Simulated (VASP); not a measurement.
# KCl (Sylvite) (Fm-3m) in VASP: a series of runs

KCl (Sylvite) is run at these levels: PBEsol, PBE+D3(BJ); tasks: single point.

Program: VASP 6.6.1. These are calculated values, not measurements. Logs are shortened: lines on timing, memory, paths and dates and some standing lists are left out, and cuts for length are marked.

## (1) The cell of the first run

The structure is cubic, space group Fm-3m (No. 225). Conventional cell: a = 6.243 Å, b = 6.243 Å, c = 6.243 Å, α = 90.00°, β = 90.00°, γ = 90.00°. K (site symmetry m-3m) has 6 Cl at 3.12 Å within 4.1 Å. Cl (site symmetry m-3m) has 6 K at 3.12 Å within 4.1 Å.

## (2) Single point, PBEsol

INCAR reads:

```
SYSTEM = KCl
PREC     = Accurate       ! precision mode
ENCUT    = 520            ! plane-wave cutoff, eV
EDIFF    = 1E-6           ! SCF threshold, eV
ISMEAR   = 0              ! smearing method
SIGMA    = 0.01           ! smearing width, eV
LREAL    = .False.        ! projectors in reciprocal space
LASPH    = .True.         ! aspherical terms in the spheres
NELM     = 80             ! most SCF steps
ALGO     = Normal         ! electronic algorithm
ISIF     = 2              ! what is computed and relaxed
LWAVE    = .False.        ! write WAVECAR
LCHARG   = .True.         ! write CHGCAR
GGA      = PS             ! functional
LELF     = .True.         ! ELF
LVHAR    = .True.       
NBANDS   = 15             ! bands
```

KPOINTS reads:

```
Automatic mesh
0
Gamma
  4 4 4
  0 0 0
```

POSCAR reads:

```
KCl
1.0
    0.0000000000      3.1214060342      3.1214060342
    3.1214060342      0.0000000000      3.1214060342
    3.1214060342      3.1214060342      0.0000000000
K Cl
1 1
Direct
    0.0000000000      0.0000000000      0.0000000000
    0.5000000000      0.5000000000      0.5000000000
```

Potentials or basis: VASP PAW PBE potentials, release 64 (K_sv, Cl).

Command:

```sh
cat potpaw_PBE.64/K_sv/POTCAR potpaw_PBE.64/Cl/POTCAR > POTCAR
mpirun -np 1 vasp_std > vasp.out
```

OUTCAR:

```text
SYSTEM = KCl
   PREC = Accurate
   ENCUT = 520
   EDIFF = 1E-6
   ISMEAR = 0
   LREAL = .False.
   LASPH = .True.
   NELM = 80
   ISIF = 2
   GGA = PS

 ion  position               nearest neighbor table
   1  0.000  0.000  0.000-   2 3.12   2 3.12   2 3.12   2 3.12   2 3.12   2 3.12
   2  0.500  0.500  0.500-   1 3.12   1 3.12   1 3.12   1 3.12   1 3.12   1 3.12

  LATTYP: Found a face centered cubic cell.
 ALAT       =     6.2428120684

  Lattice vectors:

 A1 = (   0.0000000000,   3.1214060342,   3.1214060342)
 A2 = (   3.1214060342,   0.0000000000,   3.1214060342)
 A3 = (   3.1214060342,   3.1214060342,   0.0000000000)

Analysis of symmetry for initial positions (statically):
=====================================================================
 Subroutine PRICEL returns:
 Original cell was already a primitive cell.

 Routine SETGRP: Setting up the symmetry group for a
 face centered cubic supercell.

 Subroutine GETGRP returns: Found 48 space group operations
 (whereof 48 operations were pure point group operations)
 out of a pool of 48 trial point group operations.

The static configuration has the point symmetry O_h .

Analysis of symmetry for dynamics (positions and initial velocities):
=====================================================================
 Subroutine PRICEL returns:
 Original cell was already a primitive cell.

 Routine SETGRP: Setting up the symmetry group for a
 face centered cubic supercell.

 Subroutine GETGRP returns: Found 48 space group operations
 (whereof 48 operations were pure point group operations)
 out of a pool of 48 trial point group operations.

The dynamic configuration has the point symmetry O_h .

 Subroutine INISYM returns: Found 48 space group operations
 (whereof 48 operations are pure point group operations),
 and found     1 'primitive' translations

----------------------------------------------------------------------------------------

                                     Primitive cell

  volume of cell :      60.8248

  direct lattice vectors                    reciprocal lattice vectors
     0.000000000  3.121406034  3.121406034    -0.160184223  0.160184223  0.160184223
     3.121406034  0.000000000  3.121406034     0.160184223 -0.160184223  0.160184223
     3.121406034  3.121406034  0.000000000     0.160184223  0.160184223 -0.160184223

  length of vectors
     4.414334747  4.414334747  4.414334747     0.277447213  0.277447213  0.277447213

  position of ions in fractional coordinates (direct lattice)
     0.000000000  0.000000000  0.000000000
     0.500000000  0.500000000  0.500000000

  ion indices of the primitive-cell ions
   primitive index   ion index
                 1           1
                 2           2

----------------------------------------------------------------------------------------

 KPOINTS: Automatic mesh

Automatic generation of k-mesh.
 Grid dimensions read from file:
 generate k-points for:    4    4    4

 Generating k-lattice:

  Cartesian coordinates                     Fractional coordinates (reciprocal lattice)
    -0.040046056  0.040046056  0.040046056     0.250000000  0.000000000  0.000000000
     0.040046056 -0.040046056  0.040046056     0.000000000  0.250000000  0.000000000
     0.040046056  0.040046056 -0.040046056     0.000000000  0.000000000  0.250000000

  Length of vectors
     0.069361803  0.069361803  0.069361803

  Shift w.r.t. Gamma in fractional coordinates (k-lattice)
     0.000000000  0.000000000  0.000000000

 Subroutine IBZKPT returns following result:
 ===========================================

 Found      8 irreducible k-points:

 Following reciprocal coordinates:
            Coordinates               Weight
  0.000000  0.000000  0.000000      1.000000
  0.250000  0.000000  0.000000      8.000000
  0.500000  0.000000  0.000000      4.000000
  0.250000  0.250000  0.000000      6.000000
  0.500000  0.250000  0.000000     24.000000
 -0.250000  0.250000  0.000000     12.000000
  0.500000  0.500000  0.000000      3.000000
 -0.250000  0.500000  0.250000      6.000000
   k-points           NKPTS =      8   k-points in BZ     NKDIM =      8   number of bands    NBANDS=     15
   number of dos      NEDOS =    301   number of ions     NIONS =      2
   total plane-waves  NPLWV =  46656
   dimension x,y,z NGX =    36 NGY =   36 NGZ =   36
   dimension x,y,z NGXF=    72 NGYF=   72 NGZF=   72
   ions per type =               1   1
   NGX,Y,Z   is equivalent  to a cutoff of  13.56, 13.56, 13.56 a.u.
   NGXF,Y,Z  is equivalent  to a cutoff of  27.12, 27.12, 27.12 a.u.
 SYSTEM =  KCl
   PREC   = accura    normal or accurate (medium, high low for compatibility)
   ISTART =      0    job   : 0-new  1-cont  2-samecut
   ICHARG =      2    charge: 1-file 2-atom 10-const
   ISPIN  =      1    spin polarized calculation?
   LNONCOLLINEAR =      F non collinear calculations
   LSORBIT =      F    spin-orbit coupling
   LASPH  =      T    aspherical Exc in radial PAW
   ENCUT  =  520.0 eV  38.22 Ry    6.18 a.u.   8.21  8.21  8.21*2*pi/ulx,y,z
   NELM   =     80;   NELMIN=  2; NELMDL= -5     # of ELM steps
   EDIFF  = 0.1E-05   stopping-criterion for ELM
   LREAL  =      F    real-space projection
   EDIFFG = 0.1E-04   stopping-criterion for IOM
   NSW    =      0    number of steps for IOM
   IBRION =     -1    ionic relax: 0-MD 1-quasi-New 2-CG
   NFREE  =      0    steps in history (QN), initial steepest desc. (CG)
   ISIF   =      2    stress and relaxation
   ISYM   =      2    0-nonsym 1-usesym 2-fastsym
   POTIM  = 0.5000    time-step for ionic-motion
   TEBEG  =    0.0;   TEEND  =   0.0 temperature during run
   PSTRESS=    0.0 pullay stress
   NELECT =      16.0000    total number of electrons
   NUPDOWN=      -1.0000    fix difference up-down
   EMIN   =  10.00;   EMAX   =-10.00  energy-range for DOS
   EFERMI =   0.00;   METHOD = LEGACY
   ISMEAR =     0;   SIGMA  =   0.01  broadening in eV -4-tet -1-fermi 0-gaus
   EFERMI_NEDOS =   21; number of points for ismear=-14 and -15
   IALGO  =     38    algorithm
   IMIX   =      4    mixing-type and parameters
     AMIX     =   0.40;   BMIX     =  1.00
     AMIX_MAG =   1.60;   BMIX_MAG =  1.00
  volume/ion in A,a.u.               =      30.41       205.23
  Fermi-wavevector in a.u.,A,eV,Ry     =   1.048949  1.982227 14.970422  1.100295
  Thomas-Fermi vector in A             =   2.183892
   LORBIT       =      0    0 simple, 1 ext, 2 COOP (PROOUT), +10 PAW based schemes
   GGA     = PS    functional components
   LHFCALC =     F    Hartree Fock is set to
   AEXX    =    0.0000 exact exchange contribution
   IVDW    =     0    specifies the selected vdW correction
   LEPSILON=     F    determine dielectric tensor
   LRPA    =     F    only Hartree local field effects (RPA)
 non-spin polarized calculation
 Gauss-broadening in eV      SIGMA  =   0.01
  energy-cutoff  :      520.00
  volume of cell :       60.82
 maximum number of plane-waves:      1660
 NGX is ok and might be reduce to    36
   NGX = 17   NGY = 17   NGZ = 17

 number of electron      16.0000002 magnetization

 Free energy of the ion-electron system (eV)
  ---------------------------------------------------
  ext. energy  EPLUGINS =         0.00000000
  ---------------------------------------------------
  free energy    TOTEN  =        -7.02294033 eV

  energy without entropy =       -7.02294033  energy(sigma->0) =       -7.02294033

 E-fermi :  -1.6967     XC(G=0):  -7.8243

 val. band max:       -1.8093459075   @ k =   0.0000   0.0000   0.0000
 cond. band min:       3.2897426594   @ k =   0.0000   0.0000   0.0000
 fundamental gap:      5.0990885669
 Fermi energy:        -1.6967006174

 k-point     1 :       0.0000    0.0000    0.0000
  band No.  band energies     occupation
      1     -28.7968      2.00000
      2     -13.9287      2.00000
      3     -12.3239      2.00000
      4     -12.3239      2.00000
      5     -12.3239      2.00000
      6      -1.8093      2.00000
      7      -1.8093      2.00000
      8      -1.8093      2.00000
      9       3.2897      0.00000
     10       6.4930      0.00000
     11       6.4930      0.00000
     12       6.4930      0.00000
     13       7.3936      0.00000
     14       7.3936      0.00000
     15      11.0172      0.00000

 k-point     2 :       0.2500    0.0000    0.0000
  band No.  band energies     occupation
      1     -28.7905      2.00000
      2     -14.0311      2.00000
      3     -12.3291      2.00000
      4     -12.3291      2.00000
      5     -12.1921      2.00000
      6      -2.4413      2.00000
      7      -1.9931      2.00000
      8      -1.9931      2.00000
      9       4.5798      0.00000
     10       6.2692      0.00000
     11       7.2712      0.00000
     12       7.2712      0.00000
     13       8.2315      0.00000
     14       8.2315      0.00000
     15      11.8991      0.00000

 k-point     3 :       0.5000    0.0000    0.0000
  band No.  band energies     occupation
      1     -28.7842      2.00000
      2     -14.1211      2.00000
      3     -12.3342      2.00000
      4     -12.3342      2.00000
      5     -12.0716      2.00000
      6      -2.9389      2.00000
      7      -2.1633      2.00000
      8      -2.1633      2.00000
      9       5.6819      0.00000
     10       6.7691      0.00000
     11       8.7461      0.00000
     12       8.7461      0.00000
     13       9.5774      0.00000
     14       9.5774      0.00000
     15      10.3261      0.00000
[... 55 lines left out ...]
 k-point     7 :       0.5000    0.5000    0.0000
  band No.  band energies     occupation
      1     -28.7806      2.00000
      2     -13.8197      2.00000
      3     -12.4869      2.00000
      4     -12.3876      2.00000
      5     -12.3876      2.00000
      6      -2.5011      2.00000
      7      -2.0430      2.00000
      8      -2.0430      2.00000
      9       4.5660      0.00000
     10       6.5242      0.00000
     11       8.2325      0.00000
     12       8.4213      0.00000
     13       8.8555      0.00000
     14       9.9674      0.00000
     15       9.9674      0.00000

 k-point     8 :      -0.2500    0.5000    0.2500
  band No.  band energies     occupation
      1     -28.7805      2.00000
      2     -13.9202      2.00000
      3     -12.4371      2.00000
      4     -12.4371      2.00000
      5     -12.2305      2.00000
      6      -2.3333      2.00000
      7      -2.3091      2.00000
      8      -2.3091      2.00000
      9       6.1350      0.00000
     10       6.1350      0.00000
     11       7.6631      0.00000
     12       8.0750      0.00000
     13       9.9955      0.00000
     14      10.0203      0.00000
     15      10.2873      0.00000

------------------------ aborting loop because EDIFF is reached ----------------------------------------

  FORCE on cell =-STRESS in cart. coord.  units (eV):
  Direction    XX          YY          ZZ          XY          YZ          ZX
  --------------------------------------------------------------------------------------
  -------------------------------------------------------------------------------------
  Total        0.0212746      0.0212746      0.0212746      0.0000000      0.0000000     -0.0000000
  in kB        0.5603908      0.5603908      0.5603908      0.0000000      0.0000000     -0.0000000
  external PRESSURE =       0.5603908 kB  Pullay stress =       0.0000000 kB

 VOLUME and BASIS-vectors are now :
 -----------------------------------------------------------------------------
  energy-cutoff  :      520.00
  volume of cell :       60.82
      direct lattice vectors                 reciprocal lattice vectors
     0.000000000  3.121406034  3.121406034    -0.160184223  0.160184223  0.160184223
     3.121406034  0.000000000  3.121406034     0.160184223 -0.160184223  0.160184223
     3.121406034  3.121406034  0.000000000     0.160184223  0.160184223 -0.160184223

 POSITION                                       TOTAL-FORCE (eV/Angst)
 -----------------------------------------------------------------------------------
      0.00000      0.00000      0.00000        -0.000000     -0.000000     -0.000000
      3.12141      3.12141      3.12141         0.000000      0.000000      0.000000
 -----------------------------------------------------------------------------------
    total drift:                                0.000000      0.000000      0.000000

  FREE ENERGIE OF THE ION-ELECTRON SYSTEM (eV)
  ---------------------------------------------------
  free  energy   TOTEN  =        -7.0229403289 eV

  energy  without entropy=       -7.0229403289  energy(sigma->0) =       -7.02294033
```

It took 16 s on 1 thread of AMD EPYC 7R43 (Zen 3), shared host; peak memory 0.16 GiB.

What came out:

```yaml
Free_energy: -7.0229 eV
Pressure: 0.1 GPa
Band_gap_on_the_k_mesh: 5.10 eV, direct
```

Levels at points of the mesh, in eV from the valence-band top:
```csv
k point,band 5,band 6,band 7,band 8,band 9,band 10,band 11,band 12
"(0.00, 0.00, 0.00)",-10.51,0.00,0.00,0.00,5.10,8.30,8.30,8.30
"(0.50, 0.00, 0.00)",-10.26,-1.13,-0.35,-0.35,7.49,8.58,10.56,10.56
"(0.50, 0.50, 0.00)",-10.58,-0.69,-0.23,-0.23,6.38,8.33,10.04,10.23
```

Caveat: the k points lie up to 0.44 Å⁻¹ apart; the PAW data sets were made with another functional, which shifts forces and pressure a little.

## (3) Single point, PBE+D3(BJ)

This run uses another cell than the first one, of 30.73 Å³/atom, 1.010 times its volume.

INCAR reads:

```
PREC = Accurate
ENCUT = 520
EDIFF = 1E-6
ISMEAR = 0
SIGMA = 0.01
LREAL = False
LASPH = True
NELM = 60
ALGO = Normal
ISIF = 2
LWAVE = False
LCHARG = False
GGA = PE
IVDW = 12
NBANDS = 15
```

KPOINTS reads:

```
regular mesh
0
Gamma
  4 4 4
```

POSCAR reads:

```
KCl
1.0
    0.0000000000      3.1321428569      3.1321428569
    3.1321428569      0.0000000000      3.1321428569
    3.1321428569      3.1321428569      0.0000000000
K Cl
1 1
Direct
    0.0000000000      0.0000000000      0.0000000000
    0.5000000000      0.5000000000      0.5000000000
```

Potentials or basis: VASP PAW PBE potentials, release 64 (K_sv, Cl).

Command:

```sh
cat potpaw_PBE.64/K_sv/POTCAR potpaw_PBE.64/Cl/POTCAR > POTCAR
mpirun -np 1 vasp_std > vasp.out
```

It took 15 s on 1 thread of AMD EPYC 7R43 (Zen 3), shared host; peak memory 0.17 GiB.

The run converged. Its results:

| Property | Result |
| --- | --- |
| Free energy | -7.1919 eV |
| Pressure | 0.0 GPa |
| Band gap on the k mesh | 5.23 eV, direct |
| Dispersion energy per atom | -0.197 eV |

Levels at points of the mesh, in eV from the valence-band top:
```csv
k point,band 6,band 7,band 8,band 9,band 10,band 11
"(0.00, 0.00, 0.00)",0.00,0.00,0.00,5.23,8.39,8.39
"(0.50, 0.00, 0.00)",-1.08,-0.34,-0.34,7.63,8.66,10.57
"(0.50, 0.50, 0.00)",-0.67,-0.23,-0.23,6.52,8.41,10.15
```

Caveat: the k points lie up to 0.43 Å⁻¹ apart. Expect the measured gap to be larger: semilocal functionals such as PBE lack the derivative discontinuity.
